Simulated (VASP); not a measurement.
# YSe2 (R-3m) in VASP: single point with PBE

Aim: the single point of YSe2 with PBE.

Everything below comes from runs of VASP 6.6.1. Logs are shortened: lines on timing, memory, paths and dates and some standing lists are left out, and cuts for length are marked.

## (1) The cell of the first run

It takes space group R-3m (No. 166, trigonal). The conventional cell has a = 4.340 Å, b = 4.340 Å, c = 15.628 Å, α = 90.00°, β = 90.00°, γ = 120.00°. Y (site symmetry -3m) has 8 Se at 2.86 to 3.82 Å within 3.9 Å. Se (site symmetry 3m) has 4 Y at 2.86 to 3.82 Å and 6 Se at 3.49 to 3.74 Å within 3.9 Å.

## (2) Single point, PBE

POSCAR reads:

```
YSe2
1.0
    2.1700469514      1.2528771915      5.2092494223
   -2.1700469514      1.2528771915      5.2092494223
    0.0000000000     -2.5057543831      5.2092494223
Y Se
1 2
Direct
    0.0000000000      0.0000000000      0.0000000000
    0.2445848164      0.2445848164      0.2445848164
    0.7554151836      0.7554151836      0.7554151836
```

INCAR.step1 reads:

```
  ALGO = Normal
  EDIFF = 1E-6
  ENCUT = 520
  GGA = PE
  ISIF = 2
  ISMEAR = 0
  LASPH = T
  LCHARG = T
  LMAXMIX = 4
  LREAL = F
  LWAVE = F
  NBANDS = 18
  NELM = 80
  PREC = Accurate
  SIGMA = 0.05
```

KPOINTS.step1 reads:

```
k-points
0
Gamma
  10 10 10
```

INCAR.step2 reads:

```
  ALGO = Normal
  EDIFF = 1E-6
  ENCUT = 520
  GGA = PE
  ICHARG = 11
  ISIF = 2
  ISMEAR = -5
  LASPH = T
  LCHARG = F
  LMAXMIX = 4
  LORBIT = 10
  LREAL = F
  LWAVE = F
  NBANDS = 18
  NEDOS = 2001
  NELM = 80
  PREC = Accurate
  SIGMA = 0.05
```

KPOINTS.step2 reads:

```
k-points
0
Gamma
  15 15 15
```

Potentials or basis: VASP PAW PBE potentials, release 64 (Y_sv, Se).

Launch:

```console
> cat potpaw_PBE.64/Y_sv/POTCAR potpaw_PBE.64/Se/POTCAR > POTCAR
> cp INCAR.step1 INCAR
> cp KPOINTS.step1 KPOINTS
> mpirun -np 1 vasp_std > vasp.out
> cp INCAR.step2 INCAR
> cp KPOINTS.step2 KPOINTS
> mpirun -np 1 vasp_std > vasp.out
```

OUTCAR:

```text
EDIFF = 1E-6
   ENCUT = 520
   GGA = PE
   ICHARG = 11
   ISIF = 2
   ISMEAR = -5
   LASPH = T
   LORBIT = 10
   LREAL = F
   NELM = 80
   PREC = Accurate

 ion  position               nearest neighbor table
   1  0.000  0.000  0.000-   3 2.86   2 2.86   3 2.86   3 2.86   2 2.86   2 2.86
   2  0.245  0.245  0.245-   1 2.86   1 2.86   1 2.86
   3  0.755  0.755  0.755-   1 2.86   1 2.86   1 2.86

  LATTYP: Found a trigonal (rhomboedric) cell.
 ALAT       =     5.7805782213
 COS(alpha) =     0.7181450335

  Lattice vectors:

 A1 = (   2.1700469514,   1.2528771915,   5.2092494223)
 A2 = (  -2.1700469514,   1.2528771915,   5.2092494223)
 A3 = (   0.0000000000,  -2.5057543831,   5.2092494223)

Analysis of symmetry for initial positions (statically):
=====================================================================
 Subroutine PRICEL returns:
 Original cell was already a primitive cell.

 Routine SETGRP: Setting up the symmetry group for a
 trigonal (rhombohedral) supercell.

 Subroutine GETGRP returns: Found 12 space group operations
 (whereof 12 operations were pure point group operations)
 out of a pool of 12 trial point group operations.

The static configuration has the point symmetry D_3d.

Analysis of symmetry for dynamics (positions and initial velocities):
=====================================================================
 Subroutine PRICEL returns:
 Original cell was already a primitive cell.

 Routine SETGRP: Setting up the symmetry group for a
 trigonal (rhombohedral) supercell.

 Subroutine GETGRP returns: Found 12 space group operations
 (whereof 12 operations were pure point group operations)
 out of a pool of 12 trial point group operations.

The dynamic configuration has the point symmetry D_3d.

 Subroutine INISYM returns: Found 12 space group operations
 (whereof 12 operations are pure point group operations),
 and found     1 'primitive' translations

----------------------------------------------------------------------------------------

                                     Primitive cell

  volume of cell :      84.9775

  direct lattice vectors                    reciprocal lattice vectors
     2.170046951  1.252877192  5.209249422     0.230409761  0.133027138  0.063988745
    -2.170046951  1.252877192  5.209249422    -0.230409761  0.133027138  0.063988745
[... 95 lines left out ...]
   ISIF   =      2    stress and relaxation
   ISYM   =      2    0-nonsym 1-usesym 2-fastsym
   POTIM  = 0.5000    time-step for ionic-motion
   TEBEG  =    0.0;   TEEND  =   0.0 temperature during run
   PSTRESS=    0.0 pullay stress
   NELECT =      23.0000    total number of electrons
   NUPDOWN=      -1.0000    fix difference up-down
   EMIN   =  10.00;   EMAX   =-10.00  energy-range for DOS
   EFERMI =   0.00;   METHOD = LEGACY
   ISMEAR =    -5;   SIGMA  =   0.05  broadening in eV -4-tet -1-fermi 0-gaus
   EFERMI_NEDOS =   21; number of points for ismear=-14 and -15
   IALGO  =     38    algorithm
   IMIX   =      4    mixing-type and parameters
     AMIX     =   0.40;   BMIX     =  1.00
     AMIX_MAG =   1.60;   BMIX_MAG =  1.00
  volume/ion in A,a.u.               =      28.33       191.15
  Fermi-wavevector in a.u.,A,eV,Ry     =   1.058968  2.001159 15.257748  1.121413
  Thomas-Fermi vector in A             =   2.194296
   LORBIT       =     10    0 simple, 1 ext, 2 COOP (PROOUT), +10 PAW based schemes
   GGA     = PE    functional components
   LHFCALC =     F    Hartree Fock is set to
   AEXX    =    0.0000 exact exchange contribution
   IVDW    =     0    specifies the selected vdW correction
   LEPSILON=     F    determine dielectric tensor
   LRPA    =     F    only Hartree local field effects (RPA)
 non-spin polarized calculation
 Fermi weights with tetrahedron method with Bloechl corrections
  energy-cutoff  :      520.00
  volume of cell :       84.98
 maximum number of plane-waves:      2306
 NGX is ok and might be reduce to    48

 number of electron      23.0000000 magnetization

 Free energy of the ion-electron system (eV)
  ---------------------------------------------------
  ext. energy  EPLUGINS =         0.00000000
  ---------------------------------------------------
  free energy    TOTEN  =       -17.35650384 eV

  energy without entropy =      -17.35650384  energy(sigma->0) =      -17.35650384

 E-fermi :   2.0087     XC(G=0):  -9.0579

 val. band max:        2.0653580920   @ k =   0.0667   0.0667   0.0667
 cond. band min:       1.9762489552   @ k =   0.3333   0.3333   0.2667
 fundamental gap:     -0.0891091368
 Fermi energy:         2.0086652466

 k-point     1 :       0.0000    0.0000    0.0000
  band No.  band energies     occupation
      1     -40.0271      2.00000
      2     -20.0825      2.00000
      3     -19.9649      2.00000
      4     -19.9649      2.00000
      5     -10.4275      2.00000
      6      -8.8664      2.00000
[... 481 lines left out ...]
      5     -10.2085      2.00000
      6      -9.0318      2.00000
[... 10 lines left out ...]
     17       7.4170      0.00000
     18       8.1559      0.00000

 [... further k-points ...]

------------------------ aborting loop because EDIFF is reached ----------------------------------------

  FORCE on cell =-STRESS in cart. coord.  units (eV):
  Direction    XX          YY          ZZ          XY          YZ          ZX
  --------------------------------------------------------------------------------------
  -------------------------------------------------------------------------------------
  Total        0.0021422      0.0021422      0.0136505      0.0000000     -0.0000000      0.0000000
  in kB        0.0403895      0.0403895      0.2573674      0.0000000     -0.0000000      0.0000000
  external PRESSURE =       0.1127154 kB  Pullay stress =       0.0000000 kB

 VOLUME and BASIS-vectors are now :
 -----------------------------------------------------------------------------
  energy-cutoff  :      520.00
  volume of cell :       84.98
      direct lattice vectors                 reciprocal lattice vectors
     2.170046951  1.252877192  5.209249422     0.230409761  0.133027138  0.063988745
    -2.170046951  1.252877192  5.209249422    -0.230409761  0.133027138  0.063988745
     0.000000000 -2.505754383  5.209249422     0.000000000 -0.266054275  0.063988745

 POSITION                                       TOTAL-FORCE (eV/Angst)
 -----------------------------------------------------------------------------------
      0.00000      0.00000      0.00000         0.000000      0.000000      0.000000
      0.00000     -0.00000      3.82231         0.000000     -0.000000      0.000773
      0.00000     -0.00000     11.80544         0.000000      0.000000     -0.000773
 -----------------------------------------------------------------------------------
    total drift:                               -0.000000     -0.000000      0.000000

  FREE ENERGIE OF THE ION-ELECTRON SYSTEM (eV)
  ---------------------------------------------------
  free  energy   TOTEN  =       -17.3565038414 eV

  energy  without entropy=      -17.3565038414  energy(sigma->0) =      -17.35650384

 total charge

# of ion       s       p       d       f       tot
--------------------------------------------------
    1        2.179   6.331   0.894   0.048   9.453
    2        1.468   2.347   0.016   0.000   3.830
    3        1.468   2.347   0.016   0.000   3.830
--------------------------------------------------
tot          5.115  11.025   0.925   0.048  17.113
```

Wall time 20 min (1 thread of Oxide Virtual Turin-like, shared host); peak memory 0.73 GiB.

Results:

| Item | Value |
| --- | --- |
| Valence electrons inside the program's atomic spheres | Y 9.45; Se 3.83 |

Levels at points of the mesh, in eV from the Fermi level:
```tsv
k point	band 7	band 8	band 9	band 10	band 11	band 12	band 13	band 14	band 15	band 16
(0.00, 0.00, 0.00)	-3.48	-2.31	-2.31	0.09	0.09	0.87	2.80	2.80	4.03	4.83
```

Caveat: tetrahedron occupations give inexact forces and stress in metals.
